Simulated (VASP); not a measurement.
# GaAs (P-6m2) in VASP: settings compared

Aim: see how the results for GaAs move with the level of theory and the settings. Levels: PBE, LDA, PBEsol. Tasks: relaxation of cell and atoms, single point.

Everything below comes from runs of VASP 6.6.1. Logs are shortened: lines on timing, memory, paths and dates and some standing lists are left out, and cuts for length are marked.

## (1) The cell of the first run

It takes space group P-6m2 (No. 187, hexagonal). Conventional cell: a = 3.606 Å, b = 3.606 Å, c = 3.573 Å, α = 90.00°, β = 90.00°, γ = 120.00°. Ga (site symmetry -6m2) has 6 As at 2.74 Å and 2 Ga at 3.57 Å within 3.6 Å. As (site symmetry -6m2) has 6 Ga at 2.74 Å and 2 As at 3.57 Å within 3.6 Å.

## (2) Relaxation of cell and atoms, PBE

File INCAR:

```
SYSTEM = GaAs
PREC = Accurate ; ENCUT = 600
EDIFF = 1E-6 ; ISMEAR = -1
SIGMA = 0.05 ; LREAL = .False.
LASPH = .True. ; NELM = 60
ALGO = Normal ; ISIF = 3
LWAVE = .False. ; LCHARG = .False.
GGA = PE ; IBRION = 2
NSW = 60 ; EDIFFG = -0.01
```

File KPOINTS:

```
Automatic mesh
0
Gamma
  9 9 8
  0 0 0
```

File POSCAR:

```
GaAs
1.0
    3.6064012100      0.0000000000      0.0000000000
   -1.8032006000      3.1232350600      0.0000000000
    0.0000000000      0.0000000000      3.5731941600
Ga As
1 1
Direct
    0.3333333300      0.6666666700      0.5000000000
    0.0000000000      0.0000000000      0.0000000000
```

Potentials or basis: VASP PAW PBE potentials, release 64 (Ga_d, As).

Launch:

```
$ cat potpaw_PBE.64/Ga_d/POTCAR potpaw_PBE.64/As/POTCAR > POTCAR
$ mpirun -np 1 vasp_std > vasp.out
```

OUTCAR:

```text
SYSTEM = GaAs
   PREC = Accurate
   ENCUT = 600
   EDIFF = 1E-6
   ISMEAR = -1
   LREAL = .False.
   LASPH = .True.
   NELM = 60
   ISIF = 3
   GGA = PE
   IBRION = 2
   NSW = 60
   EDIFFG = -0.01

 ion  position               nearest neighbor table
   1  0.333  0.667  0.500-   2 2.74   2 2.74   2 2.74   2 2.74   2 2.74   2 2.74
   2  0.000  0.000  0.000-   1 2.74   1 2.74   1 2.74   1 2.74   1 2.74   1 2.74

  LATTYP: Found a hexagonal cell.
 ALAT       =     3.6064012100
 C/A-ratio  =     0.9907921920

  Lattice vectors:

 A1 = (   3.6064012100,   0.0000000000,   0.0000000000)
 A2 = (  -1.8032006000,   3.1232350600,   0.0000000000)
 A3 = (   0.0000000000,   0.0000000000,   3.5731941600)

Analysis of symmetry for initial positions (statically):
=====================================================================
 Subroutine PRICEL returns:
 Original cell was already a primitive cell.

 Routine SETGRP: Setting up the symmetry group for a
 hexagonal supercell.

 Subroutine GETGRP returns: Found 12 space group operations
 (whereof 12 operations were pure point group operations)
 out of a pool of 24 trial point group operations.

The static configuration has the point symmetry D_3h.

Analysis of symmetry for dynamics (positions and initial velocities):
=====================================================================
 Subroutine PRICEL returns:
 Original cell was already a primitive cell.

 Routine SETGRP: Setting up the symmetry group for a
 hexagonal supercell.

 Subroutine GETGRP returns: Found 12 space group operations
 (whereof 12 operations were pure point group operations)
 out of a pool of 24 trial point group operations.

The dynamic configuration has the point symmetry D_3h.

 Subroutine INISYM returns: Found 12 space group operations
 (whereof 12 operations are pure point group operations),
 and found     1 'primitive' translations

----------------------------------------------------------------------------------------

                                     Primitive cell

  volume of cell :      40.2472

  direct lattice vectors                    reciprocal lattice vectors
     3.606401210  0.000000000  0.000000000     0.277284734  0.160090416  0.000000000
    -1.803200600  3.123235060  0.000000000     0.000000000  0.320180832  0.000000000
     0.000000000  0.000000000  3.573194160     0.000000000  0.000000000  0.279861646

  length of vectors
     3.606401210  3.606401204  3.573194160     0.320180831  0.320180832  0.279861646
[... 110 lines left out ...]
   LEPSILON=     F    determine dielectric tensor
   LRPA    =     F    only Hartree local field effects (RPA)
 conjugate gradient relaxation of ions
 non-spin polarized calculation
  energy-cutoff  :      600.00
  volume of cell :       40.25
 maximum number of plane-waves:      1354
 NGX is ok and might be reduce to    30
   NGX = 15   NGY = 15   NGZ = 15

--------------------------------------- Ionic step        1  -------------------------------------------

 number of electron      18.0000001 magnetization

 Free energy of the ion-electron system (eV)
  ---------------------------------------------------
  ext. energy  EPLUGINS =         0.00000000
  ---------------------------------------------------
  free energy    TOTEN  =        -7.40195863 eV

  energy without entropy =       -7.39414418  energy(sigma->0) =       -7.39805141

------------------------ aborting loop because EDIFF is reached ----------------------------------------

  FORCE on cell =-STRESS in cart. coord.  units (eV):
  Direction    XX          YY          ZZ          XY          YZ          ZX
  --------------------------------------------------------------------------------------
  -------------------------------------------------------------------------------------
  Total        0.2853221      0.2853221     -0.6818043      0.0000000     -0.0000000      0.0000000
  in kB       11.3582287     11.3582287    -27.1415702      0.0000000     -0.0000000      0.0000000
  external PRESSURE =      -1.4750376 kB  Pullay stress =       0.0000000 kB
[... 89 lines left out ...]
  FREE ENERGIE OF THE ION-ELECTRON SYSTEM (eV)
  ---------------------------------------------------
  free  energy   TOTEN  =        -7.4445651429 eV

  energy  without entropy=       -7.4381082578  energy(sigma->0) =       -7.44133670

[... ionic steps 4 to 8 ...]

--------------------------------------- Ionic step        9  -------------------------------------------

 number of electron      17.9999992 magnetization

------------------------ aborting loop because EDIFF is reached ----------------------------------------
[... 67 lines left out ...]
--------------------------------------- Ionic step       11  -------------------------------------------

 number of electron      17.9999990 magnetization

 Free energy of the ion-electron system (eV)
  ---------------------------------------------------
  ext. energy  EPLUGINS =         0.00000000
  ---------------------------------------------------
  free energy    TOTEN  =        -7.45863468 eV

  energy without entropy =       -7.45222736  energy(sigma->0) =       -7.45543102

 E-fermi :   5.0068     XC(G=0): -10.3080

 val. band max:        4.9999179376   @ k =   0.2222   0.0000   0.3750
 cond. band min:       5.0574061961   @ k =   0.4444   0.0000   0.5000
 fundamental gap:      0.0574882585
 Fermi energy:         5.0067684447

 k-point     1 :       0.0000    0.0000    0.0000
  band No.  band energies     occupation
      1      -9.9772      2.00000
      2      -9.9279      2.00000
      3      -9.9279      2.00000
      4      -9.8867      2.00000
      5      -9.8867      2.00000
      6      -8.1330      2.00000
      7       3.5479      2.00000
      8       4.2286      2.00000
      9       4.2286      2.00000
     10       5.1601      0.08906
     11       8.9547      0.00000
     12       8.9547      0.00000
     13      10.4305      0.00000
[... 354 lines left out ...]
  band No.  band energies     occupation
      1      -9.9659      2.00000
      2      -9.9431      2.00000
      3      -9.9117      2.00000
      4      -9.9069      2.00000
      5      -9.8990      2.00000
      6      -5.8751      2.00000
      7      -2.2970      2.00000
      8       0.4744      2.00000
      9       5.3849      0.00104
     10       7.8631      0.00000
     11      10.9631      0.00000
     12      11.1315      0.00000
     13      11.3942      0.00000

 [... further k-points ...]
[... 5 lines left out ...]
  --------------------------------------------------------------------------------------
  -------------------------------------------------------------------------------------
  Total        0.0135742      0.0135742     -0.0103607      0.0000000     -0.0000000      0.0000000
  in kB        0.5266494      0.5266494     -0.4019726      0.0000000     -0.0000000      0.0000000
  external PRESSURE =       0.2171087 kB  Pullay stress =       0.0000000 kB
[... 17 lines left out ...]
  FREE ENERGIE OF THE ION-ELECTRON SYSTEM (eV)
  ---------------------------------------------------
  free  energy   TOTEN  =        -7.4586346826 eV

  energy  without entropy=       -7.4522273617  energy(sigma->0) =       -7.45543102

 reached required accuracy - stopping structural energy minimisation
```

CONTCAR:

```text
GaAs
   1.00000000000000
     3.8241250258446140    0.0000000003585436    0.0000000000000000
    -1.9120625073099415    3.3117894145944877    0.0000000000000000
     0.0000000000000002   -0.0000000000000001    3.2606864537214069
  Ga              As
     1     1
Direct
     0.3333333300000021    0.6666666699999979    0.5000000000000000
     0.0000000000000000    0.0000000000000000    0.0000000000000000

  0.00000000E+00  0.00000000E+00  0.00000000E+00
  0.00000000E+00  0.00000000E+00  0.00000000E+00
```

Run time: 97 s. Hardware: 1 thread of Intel Xeon 6975P-C (Granite Rapids), shared host; peak memory 0.2 GiB.

What came out:

```
Free energy                            : -7.4586 eV
Relaxed volume                         : 20.65 Å³/atom
Relaxed cell                           : a = 3.824 Å, b = 3.824 Å, c = 3.261 Å, α = 90.00°, β = 90.00°, γ = 120.00°
Space group after relaxing (to 0.05 Å) : P-6m2 (No. 187)
Energy gained by relaxing              : 28.3 meV/atom
Ionic steps                            : 11
Pressure after relaxing                : 0.0 GPa
Band gap on the k mesh                 : zero (band 9 reaches 7.05 eV, above the bottom of band 10 at 2.99 eV)
```

Stress tensor (GPa, compression positive):
```
 0.05  0.00  0.00
 0.00  0.05  0.00
 0.00  0.00 -0.04
```

Step by step:
| step | energy change (eV) | largest force (eV/Å) | pressure (GPa) | volume (Å³) |
| --- | --- | --- | --- | --- |
| 1 | 0.0000 | 0.0000 | -0.15 | 40.25 |
| 2 | -0.0138 | 0.0000 | 0.09 | 40.13 |
| 3 | -0.0426 | 0.0000 | 1.87 | 39.70 |
| 4 | -0.0517 | 0.0000 | 0.50 | 40.62 |
| 5 | -0.0538 | 0.0000 | -0.18 | 41.17 |
| 6 | -0.0541 | 0.0000 | -0.50 | 41.44 |
| 7 | -0.0542 | 0.0000 | -0.63 | 41.56 |
| 8 | -0.0560 | 0.0000 | -0.57 | 41.70 |
| 9 | -0.0560 | 0.0000 | -0.52 | 41.69 |
| 10 | -0.0567 | 0.0000 | -0.03 | 41.31 |
| 11 | -0.0567 | 0.0000 | 0.02 | 41.30 |

Final structure:
```cif
data_structure
_symmetry_space_group_name_H-M 'P 1'
_symmetry_Int_Tables_number 1
_cell_length_a 3.8241
_cell_length_b 3.8241
_cell_length_c 3.2607
_cell_angle_alpha 90.000
_cell_angle_beta 90.000
_cell_angle_gamma 120.000
_cell_volume 41.30
loop_
_atom_site_label
_atom_site_type_symbol
_atom_site_fract_x
_atom_site_fract_y
_atom_site_fract_z
_atom_site_occupancy
Ga1 Ga 0.33333 0.66667 0.50000 1
As1 As 0.00000 0.00000 0.00000 1
```

## (3) Relaxation of cell and atoms, LDA

File INCAR:

```
PREC = Accurate
ENCUT = 600
EDIFF = 1E-6
ISMEAR = -1
SIGMA = 0.05
LREAL = F
LASPH = T
NELM = 80
ALGO = Normal
ISIF = 3
LWAVE = F
LCHARG = F
GGA = CA
IBRION = 2
NSW = 60
EDIFFG = -0.01
```

File KPOINTS:

```
regular mesh
0
Gamma
  9 9 8
```

POSCAR is that of step 2.

Potentials or basis: VASP PAW LDA potentials, release 64 (Ga_d, As).

Launch:

```
$ cat potpaw_LDA.64/Ga_d/POTCAR potpaw_LDA.64/As/POTCAR > POTCAR
$ mpirun -np 1 vasp_std > vasp.out
```

OUTCAR:

```text
PREC = Accurate
   ENCUT = 600
   EDIFF = 1E-6
   ISMEAR = -1
   LREAL = F
   LASPH = T
   NELM = 80
   ISIF = 3
   GGA = CA
   IBRION = 2
   NSW = 60
   EDIFFG = -0.01

 ion  position               nearest neighbor table
   1  0.333  0.667  0.500-   2 2.74   2 2.74   2 2.74   2 2.74   2 2.74   2 2.74
   2  0.000  0.000  0.000-   1 2.74   1 2.74   1 2.74   1 2.74   1 2.74   1 2.74

  LATTYP: Found a hexagonal cell.
 ALAT       =     3.6064012100
 C/A-ratio  =     0.9907921920

  Lattice vectors:

 A1 = (   3.6064012100,   0.0000000000,   0.0000000000)
 A2 = (  -1.8032006000,   3.1232350600,   0.0000000000)
 A3 = (   0.0000000000,   0.0000000000,   3.5731941600)

Analysis of symmetry for initial positions (statically):
=====================================================================
 Subroutine PRICEL returns:
 Original cell was already a primitive cell.

 Routine SETGRP: Setting up the symmetry group for a
[... 378 lines left out ...]
      9       5.4571      1.98996
     10       5.4571      1.98996
     11      10.2426      0.00000
     12      10.2426      0.00000
     13      10.8571      0.00000
[... 354 lines left out ...]
  band No.  band energies     occupation
      1      -9.3763      2.00000
      2      -9.3269      2.00000
      3      -9.3124      2.00000
      4      -9.3057      2.00000
      5      -9.2865      2.00000
      6      -5.1868      2.00000
      7      -1.7713      2.00000
      8       0.8515      2.00000
      9       5.8468      0.15098
     10       8.3856      0.00000
     11      11.3551      0.00000
     12      12.5146      0.00000
     13      12.5769      0.00000

 [... further k-points ...]

------------------------ aborting loop because EDIFF is reached ----------------------------------------

  FORCE on cell =-STRESS in cart. coord.  units (eV):
  Direction    XX          YY          ZZ          XY          YZ          ZX
  --------------------------------------------------------------------------------------
  -------------------------------------------------------------------------------------
  Total        0.0012133      0.0012133      0.0059929      0.0000000     -0.0000000     -0.0000000
  in kB        0.0515396      0.0515396      0.2545745      0.0000000     -0.0000000     -0.0000000
  external PRESSURE =       0.1192179 kB  Pullay stress =       0.0000000 kB
[... 17 lines left out ...]
  FREE ENERGIE OF THE ION-ELECTRON SYSTEM (eV)
  ---------------------------------------------------
  free  energy   TOTEN  =        -8.8775229102 eV

  energy  without entropy=       -8.8718123938  energy(sigma->0) =       -8.87466765

 reached required accuracy - stopping structural energy minimisation
```

OSZICAR:

```text
N       E                     dE             d eps       ncg     rms          rms(c)
DAV:   1     0.814501464534E+02    0.81450E+02   -0.10063E+04  1565   0.222E+03
DAV:   2    -0.266961986292E+01   -0.84120E+02   -0.81443E+02  1705   0.365E+02
DAV:   3    -0.875209571907E+01   -0.60825E+01   -0.59489E+01  1935   0.738E+01
[... 89 lines left out ...]
DAV:   2    -0.887829903564E+01    0.27744E-02   -0.53226E-03  1900   0.174E+00    0.156E-01
DAV:   3    -0.887759874401E+01    0.70029E-03   -0.80230E-04  1925   0.573E-01    0.346E-02
DAV:   4    -0.887753355922E+01    0.65185E-04   -0.70058E-05  1880   0.119E-01    0.111E-02
DAV:   5    -0.887752297576E+01    0.10583E-04   -0.71915E-06  1810   0.415E-02    0.149E-03
DAV:   6    -0.887752291023E+01    0.65525E-07   -0.20763E-07   805   0.613E-03
  12 F= -.88775229E+01 E0= -.88746677E+01  d E =-.938457E-04
```

It took 96 s on 1 thread of Intel Xeon 6975P-C (Granite Rapids), shared host; peak memory 0.18 GiB.

What came out:

```
Free energy                            : -8.8775 eV
Relaxed volume                         : 18.86 Å³/atom
Relaxed cell                           : a = 3.633 Å, b = 3.633 Å, c = 3.299 Å, α = 90.00°, β = 90.00°, γ = 120.00°
Space group after relaxing (to 0.05 Å) : P-6m2 (No. 187)
Energy gained by relaxing              : 45.7 meV/atom
Ionic steps                            : 12
Pressure after relaxing                : 0.0 GPa
Band gap on the k mesh                 : zero (band 9 reaches 7.47 eV, above the bottom of band 10 at 3.43 eV)
```

Step by step:
| step | energy change (eV) | largest force (eV/Å) | pressure (GPa) | volume (Å³) |
| --- | --- | --- | --- | --- |
| 1 | 0.0000 | 0.0000 | -5.31 | 40.25 |
| 2 | -0.0675 | 0.0000 | 1.78 | 36.48 |
| 3 | -0.0696 | 0.0000 | 0.52 | 36.98 |
| 4 | -0.0696 | 0.0000 | 0.35 | 37.04 |
| 5 | -0.0753 | 0.0000 | 0.28 | 37.17 |
| 6 | -0.0908 | 0.0000 | 0.23 | 37.53 |
| 7 | -0.0909 | 0.0000 | 0.26 | 37.65 |
| 8 | -0.0911 | 0.0000 | 0.23 | 37.62 |
| 9 | -0.0912 | 0.0000 | 0.22 | 37.57 |
| 10 | -0.0912 | 0.0000 | 0.28 | 37.59 |
| 11 | -0.0911 | 0.0000 | -0.47 | 37.90 |
| 12 | -0.0913 | 0.0000 | 0.01 | 37.72 |

Final structure:
```cif
data_structure
_symmetry_space_group_name_H-M 'P 1'
_symmetry_Int_Tables_number 1
_cell_length_a 3.6335
_cell_length_b 3.6335
_cell_length_c 3.2988
_cell_angle_alpha 90.000
_cell_angle_beta 90.000
_cell_angle_gamma 120.000
_cell_volume 37.72
loop_
_atom_site_label
_atom_site_type_symbol
_atom_site_fract_x
_atom_site_fract_y
_atom_site_fract_z
_atom_site_occupancy
Ga1 Ga 0.33333 0.66667 0.50000 1
As1 As 0.00000 0.00000 0.00000 1
```

## (4) Relaxation of cell and atoms, PBEsol

File INCAR:

```
SYSTEM = GaAs
ALGO     = Normal         ! electronic algorithm
EDIFF    = 1E-6           ! SCF threshold, eV
EDIFFG   = -0.01          ! ionic threshold
ENCUT    = 600            ! plane-wave cutoff, eV
GGA      = PS             ! functional
IBRION   = 2              ! ionic algorithm
ISIF     = 3              ! what is computed and relaxed
ISMEAR   = -1             ! smearing method
LASPH    = .TRUE.         ! aspherical terms in the spheres
LCHARG   = .FALSE.        ! write CHGCAR
LREAL    = .FALSE.        ! projectors in reciprocal space
LWAVE    = .FALSE.        ! write WAVECAR
NELM     = 80             ! most SCF steps
NSW      = 60             ! ionic steps
PREC     = Accurate       ! precision mode
SIGMA    = 0.05           ! smearing width, eV
```

File KPOINTS:

```
k-points
0
G
  9 9 8
  0 0 0
```

POSCAR is that of step 3.

Potentials or basis: VASP PAW PBE potentials, release 64 (Ga_d, As).

Launch:

```
$ cat potpaw_PBE.64/Ga_d/POTCAR potpaw_PBE.64/As/POTCAR > POTCAR
$ mpirun -np 1 vasp_std > vasp.out
```

Run time: 1.7 min. Hardware: 1 thread of Intel Xeon 6975P-C (Granite Rapids), shared host; peak memory 0.2 GiB.

It converged, with:

```
Free energy                            : -8.3543 eV
Relaxed volume                         : 19.54 Å³/atom
Relaxed cell                           : a = 3.732 Å, b = 3.732 Å, c = 3.241 Å, α = 90.00°, β = 90.00°, γ = 120.00°
Space group after relaxing (to 0.05 Å) : P-6m2 (No. 187)
Energy gained by relaxing              : 31.2 meV/atom
Ionic steps                            : 11
Pressure after relaxing                : 0.1 GPa
Band gap on the k mesh                 : zero (band 9 reaches 7.44 eV, above the bottom of band 10 at 3.27 eV)
```

Step by step:
```tsv
step	energy change (eV)	largest force (eV/Å)	pressure (GPa)	volume (Å³)
1	0.0000	0.0000	-3.59	40.25
2	-0.0378	0.0000	1.05	37.67
3	-0.0381	0.0000	0.63	37.85
4	-0.0450	0.0000	0.51	38.01
5	-0.0617	0.0000	0.46	38.45
6	-0.0618	0.0000	0.51	38.49
7	-0.0619	0.0000	0.52	38.54
8	-0.0621	0.0000	0.53	38.63
9	-0.0619	0.0000	0.56	38.79
10	-0.0607	0.0000	-0.98	39.61
11	-0.0624	0.0000	0.05	39.08
```

Final structure:
```
CELL_PARAMETERS angstrom
3.73152 0.00000 0.00000
-1.86576 3.23159 0.00000
0.00000 0.00000 3.24070
ATOMIC_POSITIONS crystal
Ga 0.33333 0.66667 0.50000
As 0.00000 0.00000 0.00000
```

Levels at points of the mesh, in eV from the Fermi level:
| k point | band 5 | band 6 | band 7 | band 8 | band 9 | band 10 | band 11 | band 12 | band 13 |
| --- | --- | --- | --- | --- | --- | --- | --- | --- | --- |
| (0.00, 0.00, 0.00) | -14.89 | -13.55 | -1.07 | -0.67 | -0.67 | -0.12 | 4.09 | 4.09 | 5.21 |
| (0.00, 0.00, 0.50) | -14.87 | -11.24 | -8.27 | 1.15 | 1.15 | 3.38 | 4.08 | 4.82 | 4.82 |

Caveat: the PAW data sets were made with another functional, which shifts forces and pressure a little.

(Continued in part 2 of 2.)
